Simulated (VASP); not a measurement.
# Si (Immm) in VASP: further runs, part 2 of 2

VASP 6.6.1. The steps go on from the part before.

## Step 5: Single point, LDA (strain +0.0875 x Voigt [1, -1, 0, 0, 0, 0])

Contents of INCAR:

```
ALGO = Normal
EDIFF = 1E-6
ENCUT = 520
GGA = CA
ISIF = 2
ISMEAR = 0
LASPH = True
LCHARG = True
LELF = True
LREAL = False
LVHAR = True
LWAVE = False
NBANDS = 8
NELM = 100
PREC = Accurate
SIGMA = 0.15
```

Contents of KPOINTS:

```
k-points
0
Gamma
  22 22 22
```

Contents of POSCAR:

```
Si
1.0
   -1.7692699864      1.4845598736      1.3203298500
    1.7692699864     -1.4845598736      1.3203298500
    1.7692699864      1.4845598736     -1.3203298500
Si
1
Direct
    0.0000000000      0.0000000000      0.0000000000
```

Potentials or basis: VASP PAW LDA potentials, release 64 (Si).

On the command line:

```console
$ cat potpaw_LDA.64/Si/POTCAR > POTCAR
$ mpirun -np 1 vasp_std > vasp.out
```

OUTCAR:

```text
EDIFF = 1E-6
   ENCUT = 520
   GGA = CA
   ISIF = 2
   ISMEAR = 0
   LASPH = True
   LREAL = False
   NELM = 100
   PREC = Accurate

 ion  position               nearest neighbor table
   1  0.000  0.000  0.000-

  LATTYP: Found a body centered orthorhombic cell.
 ALAT       =     2.6406597000
 B/A-ratio  =     1.1243856023
 C/A-ratio  =     1.3400211973

  Lattice vectors:

 A1 = (  -1.7692699864,   1.4845598736,  -1.3203298500)
 A2 = (  -1.7692699864,  -1.4845598736,   1.3203298500)
 A3 = (   1.7692699864,   1.4845598736,   1.3203298500)

Analysis of symmetry for initial positions (statically):
=====================================================================
 Subroutine PRICEL returns:
 Original cell was already a primitive cell.

 Routine SETGRP: Setting up the symmetry group for a
 body centered orthorhombic supercell.

 Subroutine GETGRP returns: Found  8 space group operations
 (whereof  8 operations were pure point group operations)
 out of a pool of  8 trial point group operations.

The static configuration has the point symmetry D_2h.

Analysis of symmetry for dynamics (positions and initial velocities):
=====================================================================
 Subroutine PRICEL returns:
 Original cell was already a primitive cell.

 Routine SETGRP: Setting up the symmetry group for a
 body centered orthorhombic supercell.

 Subroutine GETGRP returns: Found  8 space group operations
 (whereof  8 operations were pure point group operations)
 out of a pool of  8 trial point group operations.

The dynamic configuration has the point symmetry D_2h.

 Subroutine INISYM returns: Found  8 space group operations
 (whereof  8 operations are pure point group operations),
 and found     1 'primitive' translations

----------------------------------------------------------------------------------------

                                     Primitive cell

[... 104 lines left out ...]
   EFERMI_NEDOS =   21; number of points for ismear=-14 and -15
   IALGO  =     38    algorithm
   IMIX   =      4    mixing-type and parameters
     AMIX     =   0.40;   BMIX     =  1.00
     AMIX_MAG =   1.60;   BMIX_MAG =  1.00
  volume/ion in A,a.u.               =      13.87        93.61
  Fermi-wavevector in a.u.,A,eV,Ry     =   1.081559  2.043849 15.915675  1.169769
  Thomas-Fermi vector in A             =   2.217578
   LORBIT       =      0    0 simple, 1 ext, 2 COOP (PROOUT), +10 PAW based schemes
   GGA     = CA    functional components
   LHFCALC =     F    Hartree Fock is set to
   AEXX    =    0.0000 exact exchange contribution
   IVDW    =     0    specifies the selected vdW correction
   LEPSILON=     F    determine dielectric tensor
   LRPA    =     F    only Hartree local field effects (RPA)
 non-spin polarized calculation
 Gauss-broadening in eV      SIGMA  =   0.15
  energy-cutoff  :      520.00
  volume of cell :       13.87
 maximum number of plane-waves:       392
   NGX =  9   NGY =  9   NGZ =  9

 number of electron       4.0000000 magnetization

 Free energy of the ion-electron system (eV)
  ---------------------------------------------------
  ext. energy  EPLUGINS =         0.00000000
  ---------------------------------------------------
  free energy    TOTEN  =        -5.52319665 eV

  energy without entropy =       -5.51862147  energy(sigma->0) =       -5.52090906

 E-fermi :  10.7016     XC(G=0): -11.4297

 val. band max:       10.7004857202   @ k =  -0.2727  -0.1818   0.0455
 cond. band min:      10.7033871582   @ k =   0.4545  -0.1818   0.0455
 fundamental gap:      0.0029014380
 Fermi energy:        10.7015871717

 k-point     1 :       0.0000    0.0000    0.0000
  band No.  band energies     occupation
      1      -4.1026      2.00000
      2      20.8233      0.00000
      3      20.8328      0.00000
      4      21.4105      0.00000
      5      23.3926      0.00000
      6      23.8944      0.00000
      7      24.3863      0.00000
      8      27.7267      0.00000
[... 243 lines left out ...]
 k-point    24 :       0.5000    0.0455    0.0000
  band No.  band energies     occupation
      1       4.1033      2.00000
      2       6.0460      2.00000
      3      13.6700      0.00000
      4      15.0227      0.00000
      5      16.5974      0.00000
      6      19.1767      0.00000
      7      33.0605      0.00000
      8      36.7298      0.00000

 [... further k-points ...]
[... 5 lines left out ...]
  --------------------------------------------------------------------------------------
  -------------------------------------------------------------------------------------
  Total       -0.2332176      0.3304289      0.1185393      0.0000000      0.0000000      0.0000000
  in kB      -26.9362805     38.1640417     13.6911123      0.0000000      0.0000000      0.0000000
  external PRESSURE =       8.3062911 kB  Pullay stress =       0.0000000 kB

 VOLUME and BASIS-vectors are now :
 -----------------------------------------------------------------------------
  energy-cutoff  :      520.00
  volume of cell :       13.87
      direct lattice vectors                 reciprocal lattice vectors
    -1.769269986  1.484559874  1.320329850     0.000000000  0.336800158  0.378693249
     1.769269986 -1.484559874  1.320329850     0.282602431  0.000000000  0.378693249
     1.769269986  1.484559874 -1.320329850     0.282602431  0.336800158  0.000000000

 POSITION                                       TOTAL-FORCE (eV/Angst)
 -----------------------------------------------------------------------------------
      0.00000      0.00000      0.00000        -0.000000      0.000000      0.000000
 -----------------------------------------------------------------------------------
    total drift:                                0.000000      0.000000     -0.000000

  FREE ENERGIE OF THE ION-ELECTRON SYSTEM (eV)
  ---------------------------------------------------
  free  energy   TOTEN  =        -5.5231966525 eV

  energy  without entropy=       -5.5186214720  energy(sigma->0) =       -5.52090906
```

Wall time 40 s (1 thread of Intel Xeon 6975P-C (Granite Rapids), shared host); peak memory 0.23 GiB.

Results:

* Free energy: -5.5232 eV
* Pressure: 0.8 GPa
* Band gap on the k mesh: zero (band 2 reaches 20.84 eV, above the bottom of band 3 at 7.20 eV)

Stress tensor (GPa, compression positive):
```
-2.69  0.00  0.00
 0.00  3.82  0.00
 0.00  0.00  1.37
```

Caveat: the cell differs from its parent crystal (strain +0.0875 x Voigt [1, -1, 0, 0, 0, 0]).

## Step 6: The runs side by side

```csv
cell,gap on the mesh (eV),pressure (GPa)
"a = 2.663 Å, angles 113.3, 95.5, 120.5°, 1 atom",none,1.0
"a = 2.658 Å, angles 97.7, 111.0, 120.4°, 1 atom",none,0.6
"a = 2.655 Å, angles 108.8, 99.9, 120.4°, 1 atom",none,0.2
"a = 2.660 Å, angles 96.6, 112.2, 120.5°, 1 atom",none,0.8
```

Alike in all rows: task single point; level LDA; potentials or basis VASP PAW LDA potentials, release 64 (Si); no spin polarisation; k mesh 22 × 22 × 22; cutoff (eV) 520; smearing gaussian 0.15 eV.

Total energies depend on the potentials used, so only differences within one code and one set of settings carry meaning.
